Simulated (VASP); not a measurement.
# Cr (P6/mmm) in VASP: single point with BLYP

Aim: the single point of Cr with BLYP.

Everything below comes from runs of VASP 6.6.1. Logs are shortened: lines on timing, memory, paths and dates and some standing lists are left out, and cuts for length are marked.

## Step 1: The cell of the first run

The structure is hexagonal, space group P6/mmm (No. 191). The conventional cell has a = 4.111 Å, b = 4.111 Å, c = 2.210 Å, α = 90.00°, β = 90.00°, γ = 120.00°. Cr (site symmetry 6/mmm) has 14 Cr at 2.21 to 2.62 Å within 2.9 Å. Within 2.9 Å of Cr (site symmetry -6m2) lie 11 Cr at 2.21 to 2.62 Å.

This isn't the form of Cr at room conditions, which is bcc.

## Step 2: Single point, BLYP (10.79 Å³/atom)

File INCAR:

```
SYSTEM = Cr
AGGAC = 1.0
AGGAX = 1.0
ALDAC = 0.0
ALDAX = 1.0
ALGO = Normal
EDIFF = 1E-6
ENCUT = 700
GGA = B5
GGA_COMPAT = .FALSE.
ISIF = 2
ISMEAR = -1
LASPH = .TRUE.
LCHARG = .FALSE.
LREAL = .FALSE.
LWAVE = .FALSE.
NBANDS = 28
NELM = 120
PREC = Accurate
SIGMA = 0.1
```

File KPOINTS:

```
k-points
0
G
  10 10 15
  0 0 0
```

File POSCAR:

```
Cr
1.0
    4.1114678927      0.0000000000      0.0000000000
   -2.0557339463      3.5606356419      0.0000000000
    0.0000000000      0.0000000000      2.2101855262
Cr
3
Direct
    1.0000000000      0.0000000000      0.0000000000
    0.3333333333      0.6666666667      0.5000000000
    0.6666666667      0.3333333333      0.5000000000
```

Potentials or basis: VASP PAW PBE potentials, release 64 (Cr_sv).

The run is started by

```console
> cat potpaw_PBE.64/Cr_sv/POTCAR > POTCAR
> mpirun -np 1 vasp_std > vasp.out
```

OUTCAR:

```text
SYSTEM = Cr
   EDIFF = 1E-6
   ENCUT = 700
   GGA = B5
   ISIF = 2
   ISMEAR = -1
   LASPH = .TRUE.
   LREAL = .FALSE.
   NELM = 120
   PREC = Accurate

 ion  position               nearest neighbor table
   1  0.000  0.000  0.000-   2 2.62   3 2.62   2 2.62   3 2.62   2 2.62   2 2.62   3 2.62   3 2.62
                             3 2.62   3 2.62   2 2.62   2 2.62
   2  0.333  0.667  0.500-   3 2.37   3 2.37   3 2.37   1 2.62   1 2.62   1 2.62   1 2.62   1 2.62
                             1 2.62
   3  0.667  0.333  0.500-   2 2.37   2 2.37   2 2.37   1 2.62   1 2.62   1 2.62   1 2.62   1 2.62
                             1 2.62

  LATTYP: Found a hexagonal cell.
 ALAT       =     4.1114678927
 C/A-ratio  =     0.5375660430

  Lattice vectors:

 A1 = (   4.1114678927,   0.0000000000,   0.0000000000)
 A2 = (  -2.0557339463,   3.5606356419,   0.0000000000)
 A3 = (   0.0000000000,   0.0000000000,   2.2101855262)

Analysis of symmetry for initial positions (statically):
=====================================================================
 Subroutine PRICEL returns:
 Original cell was already a primitive cell.

 Routine SETGRP: Setting up the symmetry group for a
 hexagonal supercell.

 Subroutine GETGRP returns: Found 24 space group operations
 (whereof 24 operations were pure point group operations)
 out of a pool of 24 trial point group operations.

The static configuration has the point symmetry D_6h.

Analysis of symmetry for dynamics (positions and initial velocities):
=====================================================================
 Subroutine PRICEL returns:
 Original cell was already a primitive cell.

 Routine SETGRP: Setting up the symmetry group for a
 hexagonal supercell.

 Subroutine GETGRP returns: Found 24 space group operations
 (whereof 24 operations were pure point group operations)
 out of a pool of 24 trial point group operations.

The dynamic configuration has the point symmetry D_6h.

 Subroutine INISYM returns: Found 24 space group operations
 (whereof 24 operations are pure point group operations),
 and found     1 'primitive' translations

----------------------------------------------------------------------------------------

                                     Primitive cell

  volume of cell :      32.3559

  direct lattice vectors                    reciprocal lattice vectors
     4.111467893  0.000000000  0.000000000     0.243222135  0.140424365  0.000000000
    -2.055733946  3.560635642  0.000000000     0.000000000  0.280848731  0.000000000
     0.000000000  0.000000000  2.210185526     0.000000000  0.000000000  0.452450705

  length of vectors
     4.111467893  4.111467893  2.210185526     0.280848731  0.280848731  0.452450705

  position of ions in fractional coordinates (direct lattice)
     0.000000000  0.000000000  0.000000000
     0.333333333  0.666666667  0.500000000
     0.666666667  0.333333333  0.500000000

  ion indices of the primitive-cell ions
   primitive index   ion index
                 1           1
                 2           2
                 3           3

----------------------------------------------------------------------------------------

 KPOINTS: k-points

Automatic generation of k-mesh.
 Grid dimensions read from file:
 generate k-points for:   10   10   15

 Generating k-lattice:

  Cartesian coordinates                     Fractional coordinates (reciprocal lattice)
     0.024322214  0.014042437  0.000000000     0.100000000  0.000000000  0.000000000
     0.000000000  0.028084873  0.000000000     0.000000000  0.100000000  0.000000000
     0.000000000  0.000000000  0.030163380     0.000000000  0.000000000  0.066666667

  Length of vectors
     0.028084873  0.028084873  0.030163380

  Shift w.r.t. Gamma in fractional coordinates (k-lattice)
     0.000000000  0.000000000  0.000000000

 Subroutine IBZKPT returns following result:
 ===========================================

 Found    112 irreducible k-points:

 Following reciprocal coordinates:
            Coordinates               Weight
  0.000000  0.000000  0.000000      1.000000
  0.100000 -0.000000  0.000000      6.000000
  0.200000 -0.000000  0.000000      6.000000
  0.300000 -0.000000  0.000000      6.000000
  0.400000 -0.000000  0.000000      6.000000
  0.500000 -0.000000  0.000000      3.000000
[... 16 lines left out ...]
  0.300000  0.100000  0.066667     24.000000
  0.400000  0.100000  0.066667     24.000000
 [... further k-points ...]
   k-points           NKPTS =    112   k-points in BZ     NKDIM =    112   number of bands    NBANDS=     28
   number of dos      NEDOS =    301   number of ions     NIONS =      3
   total plane-waves  NPLWV =  25920
   dimension x,y,z NGX =    36 NGY =   36 NGZ =   20
   dimension x,y,z NGXF=    72 NGYF=   72 NGZF=   40
   ions per type =               3
   NGX,Y,Z   is equivalent  to a cutoff of  14.56, 14.56, 15.04 a.u.
   NGXF,Y,Z  is equivalent  to a cutoff of  29.11, 29.11, 30.09 a.u.
 SYSTEM =  Cr
   PREC   = accura    normal or accurate (medium, high low for compatibility)
   ISTART =      0    job   : 0-new  1-cont  2-samecut
   ICHARG =      2    charge: 1-file 2-atom 10-const
   ISPIN  =      1    spin polarized calculation?
   LNONCOLLINEAR =      F non collinear calculations
   LSORBIT =      F    spin-orbit coupling
   LASPH  =      T    aspherical Exc in radial PAW
   ENCUT  =  700.0 eV  51.45 Ry    7.17 a.u.   8.87  8.87  4.77*2*pi/ulx,y,z
   NELM   =    120;   NELMIN=  2; NELMDL= -5     # of ELM steps
   EDIFF  = 0.1E-05   stopping-criterion for ELM
   LREAL  =      F    real-space projection
   EDIFFG = 0.1E-04   stopping-criterion for IOM
   NSW    =      0    number of steps for IOM
   IBRION =     -1    ionic relax: 0-MD 1-quasi-New 2-CG
   NFREE  =      0    steps in history (QN), initial steepest desc. (CG)
   ISIF   =      2    stress and relaxation
   ISYM   =      2    0-nonsym 1-usesym 2-fastsym
   POTIM  = 0.5000    time-step for ionic-motion
   TEBEG  =    0.0;   TEEND  =   0.0 temperature during run
   PSTRESS=    0.0 pullay stress
   NELECT =      42.0000    total number of electrons
   NUPDOWN=      -1.0000    fix difference up-down
   EMIN   =  10.00;   EMAX   =-10.00  energy-range for DOS
   EFERMI =   0.00;   METHOD = LEGACY
   ISMEAR =    -1;   SIGMA  =   0.10  broadening in eV -4-tet -1-fermi 0-gaus
   EFERMI_NEDOS =   21; number of points for ismear=-14 and -15
   IALGO  =     38    algorithm
   IMIX   =      4    mixing-type and parameters
     AMIX     =   0.40;   BMIX     =  1.00
     AMIX_MAG =   1.60;   BMIX_MAG =  1.00
  volume/ion in A,a.u.               =      10.79        72.78
  Fermi-wavevector in a.u.,A,eV,Ry     =   1.785830  3.374730 43.391566  3.189190
  Thomas-Fermi vector in A             =   2.849535
   LORBIT       =      0    0 simple, 1 ext, 2 COOP (PROOUT), +10 PAW based schemes
   GGA     = B5    functional components
   LHFCALC =     F    Hartree Fock is set to
   AEXX    =    0.0000 exact exchange contribution
   IVDW    =     0    specifies the selected vdW correction
   LEPSILON=     F    determine dielectric tensor
   LRPA    =     F    only Hartree local field effects (RPA)
 non-spin polarized calculation
  energy-cutoff  :      700.00
  volume of cell :       32.36
 maximum number of plane-waves:      1384
 NGX is ok and might be reduce to    36
   NGX = 17   NGY = 17   NGZ =  9

 number of electron      41.9999977 magnetization

 Free energy of the ion-electron system (eV)
  ---------------------------------------------------
  ext. energy  EPLUGINS =         0.00000000
  ---------------------------------------------------
  free energy    TOTEN  =       -23.89919787 eV

  energy without entropy =      -23.75459547  energy(sigma->0) =      -23.82689667

 E-fermi :  15.6164     XC(G=0): -13.5032

 val. band max:       15.6157435418   @ k =   0.1000   0.1000   0.4667
 cond. band min:      15.6177637092   @ k =   0.3000   0.3000   0.2667
 fundamental gap:      0.0020201674
 Fermi energy:        15.6164381306

 k-point     1 :       0.0000    0.0000    0.0000
  band No.  band energies     occupation
      1     -55.8711      2.00000
      2     -55.6708      2.00000
      3     -55.5396      2.00000
      4     -27.4448      2.00000
      5     -27.4448      2.00000
      6     -27.3983      2.00000
[... 20 lines left out ...]
     27      18.6086      0.00000
     28      18.6086      0.00000

 k-point     2 :       0.1000   -0.0000    0.0000
  band No.  band energies     occupation
      1     -55.8650      2.00000
      2     -55.6723      2.00000
      3     -55.5443      2.00000
      4     -27.5229      2.00000
      5     -27.5071      2.00000
      6     -27.3144      2.00000
[... 20 lines left out ...]
     27      18.5270      0.00000
     28      18.5942      0.00000

 k-point     3 :       0.2000   -0.0000    0.0000
  band No.  band energies     occupation
      1     -55.8483      2.00000
      2     -55.6761      2.00000
      3     -55.5578      2.00000
      4     -27.6073      2.00000
      5     -27.5401      2.00000
      6     -27.2131      2.00000
[... 20 lines left out ...]
     27      18.3024      0.00000
     28      18.5506      0.00000

 k-point     4 :       0.3000   -0.0000    0.0000
  band No.  band energies     occupation
      1     -55.8251      2.00000
      2     -55.6805      2.00000
      3     -55.5774      2.00000
      4     -27.6731      2.00000
      5     -27.5168      2.00000
      6     -27.1217      2.00000
[... 578 lines left out ...]
     27      17.9366      0.00000
     28      18.3682      0.00000

 k-point    23 :       0.3000    0.1000    0.0667
  band No.  band energies     occupation
      1     -55.7980      2.00000
      2     -55.6694      2.00000
      3     -55.5792      2.00000
      4     -27.6618      2.00000
      5     -27.4949      2.00000
      6     -27.1416      2.00000
[... 20 lines left out ...]
     27      17.9901      0.00000
     28      18.2660      0.00000

 k-point    24 :       0.4000    0.1000    0.0667
  band No.  band energies     occupation
      1     -55.7827      2.00000
      2     -55.6685      2.00000
      3     -55.5958      2.00000
      4     -27.6872      2.00000
      5     -27.3942      2.00000
      6     -27.2613      2.00000
[... 20 lines left out ...]
     27      18.1357      0.00000
     28      18.2168      0.00000

 [... further k-points ...]
[... 5 lines left out ...]
  --------------------------------------------------------------------------------------
  -------------------------------------------------------------------------------------
  Total        6.8679758      6.8679758      7.6661091      0.0000000     -0.0000000      0.0000000
  in kB      340.0839774    340.0839774    379.6054231      0.0000000     -0.0000000      0.0000000
  external PRESSURE =     353.2577927 kB  Pullay stress =       0.0000000 kB

 VOLUME and BASIS-vectors are now :
 -----------------------------------------------------------------------------
  energy-cutoff  :      700.00
  volume of cell :       32.36
      direct lattice vectors                 reciprocal lattice vectors
     4.111467893  0.000000000  0.000000000     0.243222135  0.140424365  0.000000000
    -2.055733946  3.560635642  0.000000000     0.000000000  0.280848731  0.000000000
     0.000000000  0.000000000  2.210185526     0.000000000  0.000000000  0.452450705

 POSITION                                       TOTAL-FORCE (eV/Angst)
 -----------------------------------------------------------------------------------
      0.00000      0.00000      0.00000         0.000000      0.000000      0.000000
     -0.00000      2.37376      1.10509        -0.000000     -0.000000     -0.000000
      2.05573      1.18688      1.10509        -0.000000     -0.000000      0.000000
 -----------------------------------------------------------------------------------
    total drift:                                0.000000      0.000000     -0.000000

  FREE ENERGIE OF THE ION-ELECTRON SYSTEM (eV)
  ---------------------------------------------------
  free  energy   TOTEN  =       -23.8991978663 eV

  energy  without entropy=      -23.7545954650  energy(sigma->0) =      -23.82689667
```

Run time: 72 s. Hardware: 1 thread of Intel Xeon 6975P-C (Granite Rapids), shared host; peak memory 0.24 GiB.

Results:

```yaml
Free_energy: -23.8992 eV
Pressure: 35.3 GPa
Band_gap_on_the_k_mesh: zero (bands 21 and 22 overlap by 1.26 eV)
```

Levels at points of the mesh, in eV from the Fermi level:
| k point | band 18 | band 19 | band 20 | band 21 | band 22 | band 23 | band 24 | band 25 |
| --- | --- | --- | --- | --- | --- | --- | --- | --- |
| (0.00, 0.00, 0.00) | -2.22 | -2.22 | -2.16 | -0.45 | -0.45 | 1.49 | 1.49 | 1.56 |
| (0.50, 0.00, 0.00) | -2.26 | -2.09 | -1.89 | 0.82 | 0.87 | 1.50 | 1.64 | 1.72 |

Caveat: the cell stands under pressure; the PAW data sets were made with another functional, which shifts forces and pressure a little; the run has no spin polarisation, though such a crystal can be magnetic.
